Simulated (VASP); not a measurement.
# TaN (P2_1) in VASP: single point with PBE

Aim: the single point of TaN with PBE.

Program: VASP 6.6.1. These are calculated values, not measurements. Logs are shortened: lines on timing, memory, paths and dates and some standing lists are left out, and cuts for length are marked.

## 1. The cell of the first run

It takes space group P2_1 (No. 4, monoclinic). The conventional cell has a = 2.917 Å, b = 5.914 Å, c = 2.917 Å, α = 90.00°, β = 120.00°, γ = 90.00°. Within 2.8 Å of Ta (site symmetry 1) lie 6 N at 2.13 to 2.36 Å. Within 2.8 Å of N (site symmetry 1) lie 6 Ta at 2.13 to 2.36 Å.

## 2. Single point, PBE (atoms displaced along several vibrational modes)

Input file INCAR:

```
SYSTEM = TaN
ALGO = Fast ; EDIFF = 1E-6
ENCUT = 520 ; GGA = PE
ISIF = 2 ; ISMEAR = 0
LASPH = .TRUE. ; LCHARG = .TRUE.
LELF = .TRUE. ; LREAL = .FALSE.
LVHAR = .TRUE. ; LWAVE = .FALSE.
NBANDS = 24 ; NELM = 60
PREC = Accurate ; SIGMA = 0.15
```

Input file KPOINTS:

```
k-points
0
G
  15 15 8
  0 0 0
```

Input file POSCAR:

```
TaN
1.0
    2.9168996769      0.0000000000      0.0000000000
   -1.4584498385      2.5261092205      0.0000000000
    0.0000000000      0.0000000000      5.9142266377
Ta N
2 2
Direct
   -0.0613211057     -0.0197932851      0.0000000000
    0.0613211057      0.0197932851      0.5000000000
    0.3333333333      0.6666666667      0.2500000000
    0.6666666667      0.3333333333      0.7500000000
```

Potentials or basis: VASP PAW PBE potentials, release 64 (Ta_pv, N).

Command:

```
$ cat potpaw_PBE.64/Ta_pv/POTCAR potpaw_PBE.64/N/POTCAR > POTCAR
$ mpirun -np 1 vasp_std > vasp.out
```

OUTCAR:

```text
SYSTEM = TaN
   EDIFF = 1E-6
   ENCUT = 520
   GGA = PE
   ISIF = 2
   ISMEAR = 0
   LASPH = .TRUE.
   LREAL = .FALSE.
   NELM = 60
   PREC = Accurate

 ion  position               nearest neighbor table
   1  0.939  0.980  0.000-   3 2.13   4 2.17   4 2.21   3 2.28   3 2.32   4 2.36   2 2.97   2 2.97

   2  0.061  0.020  0.500-   4 2.13   3 2.17   3 2.21   4 2.28   4 2.32   3 2.36   1 2.97   1 2.97

   3  0.333  0.667  0.250-   1 2.13   2 2.17   2 2.21   1 2.28   1 2.32   2 2.36
   4  0.667  0.333  0.750-   2 2.13   1 2.17   1 2.21   2 2.28   2 2.32   1 2.36

  LATTYP: Found a hexagonal cell.
 ALAT       =     2.9168996769
 C/A-ratio  =     2.0275728660

  Lattice vectors:

 A1 = (   2.9168996769,   0.0000000000,   0.0000000000)
 A2 = (  -1.4584498385,   2.5261092205,   0.0000000000)
 A3 = (   0.0000000000,   0.0000000000,   5.9142266377)

Analysis of symmetry for initial positions (statically):
=====================================================================
 Subroutine PRICEL returns:
 Original cell was already a primitive cell.

 Routine SETGRP: Setting up the symmetry group for a
 hexagonal supercell.

 Subroutine GETGRP returns: Found  2 space group operations
 (whereof  1 operations were pure point group operations)
 out of a pool of 24 trial point group operations.

The static configuration has the point symmetry C_1 .
 The point group associated with its full space group is C_2 .

Analysis of symmetry for dynamics (positions and initial velocities):
=====================================================================
 Subroutine PRICEL returns:
 Original cell was already a primitive cell.

 Routine SETGRP: Setting up the symmetry group for a
 hexagonal supercell.

 Subroutine GETGRP returns: Found  2 space group operations
 (whereof  1 operations were pure point group operations)
 out of a pool of 24 trial point group operations.

The dynamic configuration has the point symmetry C_1 .
 The point group associated with its full space group is C_2 .

 Subroutine INISYM returns: Found  2 space group operations
 (whereof  1 operations are pure point group operations),
 and found     1 'primitive' translations

----------------------------------------------------------------------------------------

                                     Primitive cell

  volume of cell :      43.5784

  direct lattice vectors                    reciprocal lattice vectors
     2.916899677  0.000000000  0.000000000     0.342829754  0.197932851  0.000000000
    -1.458449838  2.526109220  0.000000000     0.000000000  0.395865702  0.000000000
     0.000000000  0.000000000  5.914226638     0.000000000  0.000000000  0.169083815

  length of vectors
     2.916899677  2.916899677  5.914226638     0.395865702  0.395865702  0.169083815

  position of ions in fractional coordinates (direct lattice)
     0.938678894  0.980206715  0.000000000
     0.061321106  0.019793285  0.500000000
     0.333333333  0.666666667  0.250000000
     0.666666667  0.333333333  0.750000000

  ion indices of the primitive-cell ions
   primitive index   ion index
                 1           1
                 2           2
                 3           3
                 4           4

----------------------------------------------------------------------------------------

 KPOINTS: k-points

Automatic generation of k-mesh.
 Grid dimensions read from file:
 generate k-points for:   15   15    8

 Generating k-lattice:

  Cartesian coordinates                     Fractional coordinates (reciprocal lattice)
     0.022855317  0.013195523  0.000000000     0.066666667  0.000000000  0.000000000
     0.000000000  0.026391047  0.000000000     0.000000000  0.066666667  0.000000000
     0.000000000  0.000000000  0.021135477     0.000000000  0.000000000  0.125000000

  Length of vectors
     0.026391047  0.026391047  0.021135477

  Shift w.r.t. Gamma in fractional coordinates (k-lattice)
     0.000000000  0.000000000  0.000000000

 Subroutine IBZKPT returns following result:
 ===========================================

 Found    565 irreducible k-points:

 Following reciprocal coordinates:
            Coordinates               Weight
  0.000000  0.000000  0.000000      1.000000
  0.066667 -0.000000  0.000000      2.000000
  0.000000  0.066667  0.000000      2.000000
 -0.066667  0.066667  0.000000      2.000000
  0.133333 -0.000000  0.000000      2.000000
  0.000000  0.133333  0.000000      2.000000
[... 16 lines left out ...]
  0.066667  0.066667  0.000000      2.000000
 -0.066667  0.133333  0.000000      2.000000
 [... further k-points ...]
   k-points           NKPTS =    565   k-points in BZ     NKDIM =    565   number of bands    NBANDS=     24
   number of dos      NEDOS =    301   number of ions     NIONS =      4
   total plane-waves  NPLWV =  27648
   dimension x,y,z NGX =    24 NGY =   24 NGZ =   48
   dimension x,y,z NGXF=    48 NGYF=   48 NGZF=   96
   ions per type =               2   2
   NGX,Y,Z   is equivalent  to a cutoff of  13.68, 13.68, 13.49 a.u.
   NGXF,Y,Z  is equivalent  to a cutoff of  27.36, 27.36, 26.99 a.u.
 SYSTEM =  TaN
   PREC   = accura    normal or accurate (medium, high low for compatibility)
   ISTART =      0    job   : 0-new  1-cont  2-samecut
   ICHARG =      2    charge: 1-file 2-atom 10-const
   ISPIN  =      1    spin polarized calculation?
   LNONCOLLINEAR =      F non collinear calculations
   LSORBIT =      F    spin-orbit coupling
   LASPH  =      T    aspherical Exc in radial PAW
   ENCUT  =  520.0 eV  38.22 Ry    6.18 a.u.   5.42  5.42 11.00*2*pi/ulx,y,z
   NELM   =     60;   NELMIN=  2; NELMDL= -5     # of ELM steps
   EDIFF  = 0.1E-05   stopping-criterion for ELM
   LREAL  =      F    real-space projection
   EDIFFG = 0.1E-04   stopping-criterion for IOM
   NSW    =      0    number of steps for IOM
   IBRION =     -1    ionic relax: 0-MD 1-quasi-New 2-CG
   NFREE  =      0    steps in history (QN), initial steepest desc. (CG)
   ISIF   =      2    stress and relaxation
   ISYM   =      2    0-nonsym 1-usesym 2-fastsym
   POTIM  = 0.5000    time-step for ionic-motion
   TEBEG  =    0.0;   TEEND  =   0.0 temperature during run
   PSTRESS=    0.0 pullay stress
   NELECT =      32.0000    total number of electrons
   NUPDOWN=      -1.0000    fix difference up-down
   EMIN   =  10.00;   EMAX   =-10.00  energy-range for DOS
   EFERMI =   0.00;   METHOD = LEGACY
   ISMEAR =     0;   SIGMA  =   0.15  broadening in eV -4-tet -1-fermi 0-gaus
   EFERMI_NEDOS =   21; number of points for ismear=-14 and -15
   IALGO  =     68    algorithm
   IMIX   =      4    mixing-type and parameters
     AMIX     =   0.40;   BMIX     =  1.00
     AMIX_MAG =   1.60;   BMIX_MAG =  1.00
  volume/ion in A,a.u.               =      10.89        73.52
  Fermi-wavevector in a.u.,A,eV,Ry     =   1.476956  2.791043 29.679746  2.181400
  Thomas-Fermi vector in A             =   2.591419
   LORBIT       =      0    0 simple, 1 ext, 2 COOP (PROOUT), +10 PAW based schemes
   GGA     = PE    functional components
   LHFCALC =     F    Hartree Fock is set to
   AEXX    =    0.0000 exact exchange contribution
   IVDW    =     0    specifies the selected vdW correction
   LEPSILON=     F    determine dielectric tensor
   LRPA    =     F    only Hartree local field effects (RPA)
 non-spin polarized calculation
 RMM-DIIS sequential band-by-band and
 Gauss-broadening in eV      SIGMA  =   0.15
  energy-cutoff  :      520.00
  volume of cell :       43.58
 maximum number of plane-waves:      1221
 NGX is ok and might be reduce to    24
   NGX = 11   NGY = 11   NGZ = 21

 number of electron      32.0000004 magnetization

 Free energy of the ion-electron system (eV)
  ---------------------------------------------------
  ext. energy  EPLUGINS =         0.00000000
  ---------------------------------------------------
  free energy    TOTEN  =       -43.70402830 eV

  energy without entropy =      -43.68945934  energy(sigma->0) =      -43.69674382

 E-fermi :   8.1871     XC(G=0): -13.2795

 val. band max:        8.1866321404   @ k =  -0.1333   0.1333   0.1250
 cond. band min:       8.1875485465   @ k =   0.1333   0.2000  -0.2500
 fundamental gap:      0.0009164061
 Fermi energy:         8.1870500280

 k-point     1 :       0.0000    0.0000    0.0000
  band No.  band energies     occupation
      1     -27.4278      2.00000
      2     -26.7066      2.00000
      3     -26.4316      2.00000
      4     -26.4229      2.00000
      5     -26.3853      2.00000
      6     -26.3677      2.00000
[... 16 lines left out ...]
     23      12.3694      0.00000
     24      14.0115      0.00000

 k-point     2 :       0.0667   -0.0000    0.0000
  band No.  band energies     occupation
      1     -27.4160      2.00000
      2     -26.7004      2.00000
      3     -26.4826      2.00000
      4     -26.4342      2.00000
      5     -26.4311      2.00000
      6     -26.3782      2.00000
[... 16 lines left out ...]
     23      12.3157      0.00000
     24      13.8570      0.00000

 k-point     3 :       0.0000    0.0667    0.0000
  band No.  band energies     occupation
      1     -27.4163      2.00000
      2     -26.7000      2.00000
      3     -26.4753      2.00000
      4     -26.4413      2.00000
      5     -26.4172      2.00000
      6     -26.3926      2.00000
[... 16 lines left out ...]
     23      12.3913      0.00000
     24      13.8766      0.00000

 k-point     4 :      -0.0667    0.0667    0.0000
  band No.  band energies     occupation
      1     -27.4162      2.00000
      2     -26.7002      2.00000
      3     -26.4783      2.00000
      4     -26.4383      2.00000
      5     -26.4239      2.00000
      6     -26.3857      2.00000
[... 16 lines left out ...]
     23      12.3870      0.00000
     24      13.8654      0.00000

 k-point     5 :       0.1333   -0.0000    0.0000
  band No.  band energies     occupation
      1     -27.3828      2.00000
      2     -26.6830      2.00000
      3     -26.6245      2.00000
      4     -26.5604      2.00000
      5     -26.4651      2.00000
      6     -26.4069      2.00000
[... 451 lines left out ...]
 k-point    22 :      -0.4667    0.4667    0.0000
  band No.  band energies     occupation
      1     -27.5014      2.00000
      2     -27.3704      2.00000
      3     -27.1526      2.00000
      4     -26.6714      2.00000
      5     -26.6077      2.00000
      6     -26.5579      2.00000
[... 16 lines left out ...]
     23      14.7456      0.00000
     24      15.2013      0.00000

 k-point    23 :       0.0667    0.0667    0.0000
  band No.  band energies     occupation
      1     -27.3939      2.00000
      2     -26.6881      2.00000
      3     -26.5741      2.00000
      4     -26.5112      2.00000
      5     -26.4599      2.00000
      6     -26.4059      2.00000
[... 16 lines left out ...]
     23      12.4556      0.00000
     24      13.6875      0.00000

 k-point    24 :      -0.0667    0.1333    0.0000
  band No.  band energies     occupation
      1     -27.3943      2.00000
      2     -26.6875      2.00000
      3     -26.5691      2.00000
      4     -26.5024      2.00000
      5     -26.4647      2.00000
      6     -26.4154      2.00000
[... 16 lines left out ...]
     23      12.5990      0.00000
     24      13.6824      0.00000

 [... further k-points ...]
[... 5 lines left out ...]
  --------------------------------------------------------------------------------------
  -------------------------------------------------------------------------------------
  Total        1.1556387      0.7255226      1.8356142      0.1571799      0.0000000      0.0000000
  in kB       42.4874901     26.6741101     67.4870464      5.7787795      0.0000000      0.0000000
  external PRESSURE =      45.5495489 kB  Pullay stress =       0.0000000 kB

 VOLUME and BASIS-vectors are now :
 -----------------------------------------------------------------------------
  energy-cutoff  :      520.00
  volume of cell :       43.58
      direct lattice vectors                 reciprocal lattice vectors
     2.916899677  0.000000000  0.000000000     0.342829754  0.197932851  0.000000000
    -1.458449838  2.526109220  0.000000000     0.000000000  0.395865702  0.000000000
     0.000000000  0.000000000  5.914226638     0.000000000  0.000000000  0.169083815

 POSITION                                       TOTAL-FORCE (eV/Angst)
 -----------------------------------------------------------------------------------
      1.30845      2.47611      0.00000         1.903522      0.633931     -0.030704
      0.15000      0.05000      2.95711        -1.903522     -0.633931     -0.030704
     -0.00000      1.68407      1.47856        -0.080219     -0.106658      0.030704
      1.45845      0.84204      4.43567         0.080219      0.106658      0.030704
 -----------------------------------------------------------------------------------
    total drift:                               -0.000000     -0.000000      0.000008

  FREE ENERGIE OF THE ION-ELECTRON SYSTEM (eV)
  ---------------------------------------------------
  free  energy   TOTEN  =       -43.7040283000 eV

  energy  without entropy=      -43.6894593388  energy(sigma->0) =      -43.69674382
```

Wall time 12 min (1 thread of Oxide Virtual Turin-like, shared host); peak memory 0.54 GiB.

What came out:

```
Free energy            : -43.7040 eV
Pressure               : 4.6 GPa
Largest force          : 2.007 eV/Å
Band gap on the k mesh : zero (bands 16 and 17 overlap by 0.73 eV)
```

Forces in eV/Å, atoms in the order of the input:
```
Ta   1.904  0.634 -0.031
Ta  -1.904 -0.634 -0.031
N   -0.080 -0.107  0.031
N    0.080  0.107  0.031
```

Levels at points of the mesh, in eV from the Fermi level:
| k point | band 14 | band 15 | band 16 | band 17 | band 18 | band 19 |
| --- | --- | --- | --- | --- | --- | --- |
| (0.00, 0.00, 0.00) | -2.32 | -2.25 | -0.32 | -0.23 | 0.56 | 0.69 |
| (0.00, 0.00, 0.50) | -3.90 | -0.63 | -0.63 | 0.95 | 0.95 | 0.95 |

Caveat: the cell differs from its parent crystal (atoms displaced along several vibrational modes); the cell stands under pressure; spin-orbit coupling is left out, which moves the levels of the heavy elements; forces of over 1 eV/Å act on the atoms, so gaps and moduli don't describe the material at rest.
